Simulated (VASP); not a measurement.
Here is a VASP 6.6.1 calculation.

File INCAR:

```
SYSTEM = AlRu
PREC = Accurate ; ENCUT = 520
EDIFF = 1E-6 ; ISMEAR = 0
SIGMA = 0.15 ; LREAL = .FALSE.
LASPH = .TRUE. ; NELM = 80
ALGO = Fast ; ISIF = 2
LWAVE = .FALSE. ; LCHARG = .FALSE.
GGA = CA ; NBANDS = 16
```

KPOINTS

```
regular mesh
0
G
  16 16 16
  0 0 0
```

File POSCAR:

```
AlRu
1.0
    2.9916000000      0.0000000000      0.0000000000
    0.0000000000      2.9916000000      0.0000000000
    0.0000000000      0.0000000000      2.9916000000
Al Ru
1 1
Direct
    0.0000000000      0.0041783661      0.0000000000
    0.5000000000      0.5000000000      0.5000000000
```

Potentials or basis: VASP PAW LDA potentials, release 64 (Al, Ru_pv).

Launch:

```sh
$ cat potpaw_LDA.64/Al/POTCAR potpaw_LDA.64/Ru_pv/POTCAR > POTCAR
$ mpirun -np 1 vasp_std > vasp.out
```

(1) Estimate the pressure.

(2) What does it give for the largest force?

(3) What does it give for the band gap on the k mesh?

## Answers

(1) -7.5 GPa.

(2) 0.090 eV/Å.

(3) zero (an odd number of electrons rules out a gap without spin polarisation).

Caveat: the cell differs from its parent crystal (all Al atoms moved +0.013 Å, as atom 1 along Cartesian [0 1 0]); the cell stands under tension.
